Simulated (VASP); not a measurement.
A run of VASP 6.6.1 is set up as follows.

The input INCAR:

```
ALGO = Normal ; EDIFF = 1E-6
EDIFFG = -0.02 ; ENCUT = 600
GGA = PE ; IBRION = 2
ISIF = 3 ; ISMEAR = 1
LASPH = True ; LCHARG = False
LREAL = False ; LWAVE = False
NELM = 80 ; NSW = 80
PREC = Accurate ; PSTRESS = 300.0
SIGMA = 0.1
```

KPOINTS

```
k-points
0
Gamma
  6 6 6
```

The input POSCAR:

```
Y
1.0
    3.3100000000      0.0000000000      0.0000000000
    0.0000000000      3.3100000000      0.0000000000
    0.0000000000      0.0000000000      3.3100000000
Y
1
Direct
    0.0000000000      0.0000000000      0.0000000000
```

Potentials or basis: VASP PAW PBE potentials, release 64 (Y_sv).

Launch:

```console
$ cat potpaw_PBE.64/Y_sv/POTCAR > POTCAR
$ mpirun -np 1 vasp_std > vasp.out
```

Question: Estimate the space group after relaxing (to 0.05 Å).

Answer: Pm-3m (No. 221).

Question: Predict the relaxed cell.

Answer: a = 2.774 Å, b = 2.774 Å, c = 2.774 Å, α = 90.00°, β = 90.00°, γ = 90.00°.

Step by step:
| step | energy change (eV) | largest force (eV/Å) | pressure (GPa) | volume (Å³) |
| --- | --- | --- | --- | --- |
| 1 | 0.0000 | 0.0000 | -1.36 | 36.26 |
| 2 | 8.8207 | 0.0000 | 345.48 | 10.31 |
| 3 | 0.5346 | 0.0000 | 20.56 | 23.21 |
| 4 | 0.6813 | 0.0000 | 25.43 | 22.18 |
| 5 | 0.8250 | 0.0000 | 30.01 | 21.35 |

Caveat: the cell is relaxed towards a set pressure, so the enthalpy falls and the energy may rise; the volume moved by over 15 % at a fixed basis, so the end points are rough.
